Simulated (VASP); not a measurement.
# Os (P-1) in VASP: relaxation of cell and atoms with PBE

Aim: the relaxation of cell and atoms of Os with PBE.

Everything below comes from runs of VASP 6.6.1. Logs are shortened: lines on timing, memory, paths and dates and some standing lists are left out, and cuts for length are marked.

**1. The cell of the first run**

The typed cell holds 2 atoms: a = 3.025 Å, b = 2.761 Å, c = 3.760 Å, α = 95.28°, β = 90.49°, γ = 69.25°.

The cell was built from a structure type or drawn by symmetry, and may not be a known phase.

**2. Relaxation of cell and atoms, PBE**

INCAR reads:

```
  PREC = Accurate
  ENCUT = 600
  EDIFF = 1E-6
  ISMEAR = 0
  SIGMA = 0.1
  LREAL = F
  LASPH = T
  NELM = 100
  ALGO = Normal
  ISIF = 3
  LWAVE = F
  LCHARG = F
  GGA = PE
  IBRION = 2
  NSW = 90
  EDIFFG = -0.04
```

KPOINTS reads:

```
regular mesh
0
Gamma
  6 6 4
```

POSCAR reads:

```
Os
1.0
    3.0247701213      0.0000000000      0.0000000000
    0.9782158583      2.5815901818      0.0000000000
   -0.0322888988     -0.3575726475      3.7429448131
Os
2
Direct
    0.7444884256      0.7021578877      0.9176712294
    0.8292135578      0.2902655302      0.3167208857
```

Potentials or basis: VASP PAW PBE potentials, release 64 (Os).

Command:

```sh
$ cat potpaw_PBE.64/Os/POTCAR > POTCAR
$ mpirun -np 1 vasp_std > vasp.out
```

OUTCAR:

```text
PREC = Accurate
   ENCUT = 600
   EDIFF = 1E-6
   ISMEAR = 0
   LREAL = F
   LASPH = T
   NELM = 100
   ISIF = 3
   GGA = PE
   IBRION = 2
   NSW = 90
   EDIFFG = -0.04

 ion  position               nearest neighbor table
   1  0.744  0.702  0.918-   2 1.93   2 2.19   2 2.41   2 2.96   2 3.00
   2  0.829  0.290  0.317-   1 1.93   1 2.19   1 2.41   1 2.96   1 3.00

  LATTYP: Found a triclinic cell.
 ALAT       =     2.7607089909
 B/A-ratio  =     1.0956497520
 C/A-ratio  =     1.3620140929
 COS(alpha) =     0.0085871886
 COS(beta)  =     0.0919687360
 COS(gamma) =     0.3543350138

  Lattice vectors:

 A1 = (   0.9782158583,   2.5815901818,   0.0000000000)
 A2 = (   3.0247701213,   0.0000000000,   0.0000000000)
 A3 = (   0.0322888988,   0.3575726475,  -3.7429448131)

Analysis of symmetry for initial positions (statically):
=====================================================================
 Subroutine PRICEL returns:
 Original cell was already a primitive cell.

 Routine SETGRP: Setting up the symmetry group for a
 triclinic supercell.

 Subroutine GETGRP returns: Found  2 space group operations
 (whereof  1 operations were pure point group operations)
 out of a pool of  2 trial point group operations.

The static configuration has the point symmetry C_1 .
 The point group associated with its full space group is S_2 .

Analysis of symmetry for dynamics (positions and initial velocities):
=====================================================================
 Subroutine PRICEL returns:
 Original cell was already a primitive cell.

 Routine SETGRP: Setting up the symmetry group for a
 triclinic supercell.

 Subroutine GETGRP returns: Found  2 space group operations
 (whereof  1 operations were pure point group operations)
 out of a pool of  2 trial point group operations.

The dynamic configuration has the point symmetry C_1 .
 The point group associated with its full space group is S_2 .

 Subroutine INISYM returns: Found  2 space group operations
 (whereof  1 operations are pure point group operations),
 and found     1 'primitive' translations

----------------------------------------------------------------------------------------

                                     Primitive cell

  volume of cell :      29.2276

  direct lattice vectors                    reciprocal lattice vectors
     3.024770121  0.000000000  0.000000000     0.330603636 -0.125272292 -0.009115581
     0.978215858  2.581590182  0.000000000     0.000000000  0.387358151  0.037005269
    -0.032288899 -0.357572648  3.742944813     0.000000000  0.000000000  0.267169315

  length of vectors
[... 84 lines left out ...]
   EDIFFG = -.4E-01   stopping-criterion for IOM
   NSW    =     90    number of steps for IOM
   IBRION =      2    ionic relax: 0-MD 1-quasi-New 2-CG
   NFREE  =      1    steps in history (QN), initial steepest desc. (CG)
   ISIF   =      3    stress and relaxation
   ISYM   =      2    0-nonsym 1-usesym 2-fastsym
   POTIM  = 0.5000    time-step for ionic-motion
   TEBEG  =    0.0;   TEEND  =   0.0 temperature during run
   PSTRESS=    0.0 pullay stress
   NELECT =      16.0000    total number of electrons
   NUPDOWN=      -1.0000    fix difference up-down
   EMIN   =  10.00;   EMAX   =-10.00  energy-range for DOS
   EFERMI =   0.00;   METHOD = LEGACY
   ISMEAR =     0;   SIGMA  =   0.10  broadening in eV -4-tet -1-fermi 0-gaus
   EFERMI_NEDOS =   21; number of points for ismear=-14 and -15
   IALGO  =     38    algorithm
   IMIX   =      4    mixing-type and parameters
     AMIX     =   0.40;   BMIX     =  1.00
     AMIX_MAG =   1.60;   BMIX_MAG =  1.00
  volume/ion in A,a.u.               =      14.61        98.62
  Fermi-wavevector in a.u.,A,eV,Ry     =   1.339215  2.530750 24.402023  1.793498
  Thomas-Fermi vector in A             =   2.467625
   LORBIT       =      0    0 simple, 1 ext, 2 COOP (PROOUT), +10 PAW based schemes
   GGA     = PE    functional components
   LHFCALC =     F    Hartree Fock is set to
   AEXX    =    0.0000 exact exchange contribution
   IVDW    =     0    specifies the selected vdW correction
   LEPSILON=     F    determine dielectric tensor
   LRPA    =     F    only Hartree local field effects (RPA)
 conjugate gradient relaxation of ions
 non-spin polarized calculation
 Gauss-broadening in eV      SIGMA  =   0.10
  energy-cutoff  :      600.00
  volume of cell :       29.23
 maximum number of plane-waves:       991
   NGX = 13   NGY = 11   NGZ = 15

--------------------------------------- Ionic step        1  -------------------------------------------

 number of electron      16.0000001 magnetization

 Free energy of the ion-electron system (eV)
  ---------------------------------------------------
  ext. energy  EPLUGINS =         0.00000000
  ---------------------------------------------------
  free energy    TOTEN  =       -14.64589909 eV

  energy without entropy =      -14.63784528  energy(sigma->0) =      -14.64187218

------------------------ aborting loop because EDIFF is reached ----------------------------------------

  FORCE on cell =-STRESS in cart. coord.  units (eV):
  Direction    XX          YY          ZZ          XY          YZ          ZX
  --------------------------------------------------------------------------------------
  -------------------------------------------------------------------------------------
  Total        1.9035476     30.5377266     37.7914794      8.9615231     -7.2593604      3.1778372
  in kB      104.3473001   1673.9951161   2071.6261152    491.2463245   -397.9383942    174.2003920
  external PRESSURE =    1283.3228438 kB  Pullay stress =       0.0000000 kB
[... 1556 lines left out ...]
      1       1.8241      2.00000
      2       2.6455      2.00000
      3       4.1639      2.00000
      4       5.0468      2.00000
      5       5.7886      2.00000
      6       8.3574      2.00000
      7      10.5291      0.00000
      8      11.0751      0.00000
      9      11.9579      0.00000
     10      12.1779      0.00000
     11      13.2555      0.00000
     12      15.9454      0.00000

 [... further k-points ...]

[... ionic steps 4 to 25 ...]

--------------------------------------- Ionic step       26  -------------------------------------------

 number of electron      15.9999999 magnetization

------------------------ aborting loop because EDIFF is reached ----------------------------------------
[... 67 lines left out ...]
--------------------------------------- Ionic step       28  -------------------------------------------

 number of electron      15.9999999 magnetization

 Free energy of the ion-electron system (eV)
  ---------------------------------------------------
  ext. energy  EPLUGINS =         0.00000000
  ---------------------------------------------------
  free energy    TOTEN  =       -22.43094103 eV

  energy without entropy =      -22.42191262  energy(sigma->0) =      -22.42642683

 E-fermi :   9.4525     XC(G=0): -13.9322

 val. band max:        9.4114631439   @ k =   0.3333  -0.0000   0.0000
 cond. band min:       9.5160962250   @ k =  -0.3333   0.5000   0.2500
 fundamental gap:      0.1046330811
 Fermi energy:         9.4525372900
[... 389 lines left out ...]
  FREE ENERGIE OF THE ION-ELECTRON SYSTEM (eV)
  ---------------------------------------------------
  free  energy   TOTEN  =       -22.4309410275 eV

  energy  without entropy=      -22.4219126237  energy(sigma->0) =      -22.42642683

 reached required accuracy - stopping structural energy minimisation
```

CONTCAR:

```text
Os
   1.00000000000000
     2.7574029246111316    0.2327638333433902    0.0396917750409015
     1.1754601744076942    2.5012090557487081    0.1273259297838871
    -0.0445450407543646   -0.1980740732971738    4.3098861018546204
  Os
     2
Direct
     0.6202598940364371    0.8295028638926728    0.8672398325946262
     0.9534420893635623    0.1629205540073269    0.3671522825053740

  0.00000000E+00  0.00000000E+00  0.00000000E+00
  0.00000000E+00  0.00000000E+00  0.00000000E+00
```

Wall time 6.4 min (1 thread of Intel Xeon Platinum 8488C (Sapphire Rapids), shared host); peak memory 0.18 GiB.

What came out:

- Free energy: -22.4309 eV
- Relaxed volume: 14.30 Å³/atom
- Relaxed cell: a = 2.767 Å, b = 2.767 Å, c = 4.315 Å, α = 90.00°, β = 89.99°, γ = 60.00°
- Space group after relaxing (to 0.1 Å): P6_3/mmc (No. 194)
- Energy gained by relaxing: 3892.5 meV/atom
- Ionic steps: 28
- Pressure after relaxing: 0.0 GPa
- Largest force after relaxing: 0.006 eV/Å
- Band gap on the k mesh: zero (bands 8 and 9 overlap by 3.48 eV)

Forces on the atoms (eV/Å):
```
Os  -0.002  0.001 -0.005
Os   0.002 -0.001  0.005
```

The path:
```
step  energy change (eV)  largest force (eV/Å)  pressure (GPa)  volume (Å³)
   1              0.0000               18.6880          128.33        29.23
   2              0.5822                4.0208          -27.13        97.47
   3             -0.9144                4.7152          -24.47        80.74
   4             -1.3719                4.7421          -24.52        73.15
   5             -3.0847                2.6901          -19.52        47.41
   6             -3.6305                6.9285            0.42        37.81
   7             -3.3970                1.3225          -36.65        42.03
   8             -3.8181                1.5176          -40.82        41.27
   9             -4.1075                1.5793          -41.03        40.60
  10             -4.4392                1.8620          -33.18        39.33
  11             -3.8890                6.6804           94.73        26.66
  12             -5.6554                3.2757           -5.52        32.44
  13             -5.6680                3.3869           -1.59        32.01
  14             -6.8671                2.0076           40.38        26.88
  15             -6.9069                2.0427           30.72        27.46
  16             -7.4922                0.4603           13.29        27.96
  17             -7.5026                0.3410           13.65        27.92
  18             -7.7096                0.1617           -5.86        29.09
  19             -7.7195                0.2006          -10.95        29.47
  20             -7.7787                0.2200           -1.69        28.74
  21             -7.7787                0.2205           -1.31        28.71
  22             -7.7831                0.1661            0.10        28.61
  23             -7.7837                0.1395            0.85        28.55
  24             -7.7845                0.0943           -0.25        28.63
  25             -7.7845                0.0766           -0.73        28.66
  26             -7.7849                0.0276           -0.23        28.63
  27             -7.7850                0.0106           -0.02        28.61
  28             -7.7850                0.0056            0.03        28.61
```

Final structure:
```
Os
1.0
     2.75740    0.23276    0.03969
     1.17546    2.50121    0.12733
    -0.04455   -0.19807    4.30989
Os
2
Direct
  0.62026 0.82950 0.86724
  0.95344 0.16292 0.36715
```

Caveat: the k points lie up to 0.44 Å⁻¹ apart in the final cell, too coarse for converged energies and pressures of a metal; spin-orbit coupling is left out, which moves the levels of the heavy elements.
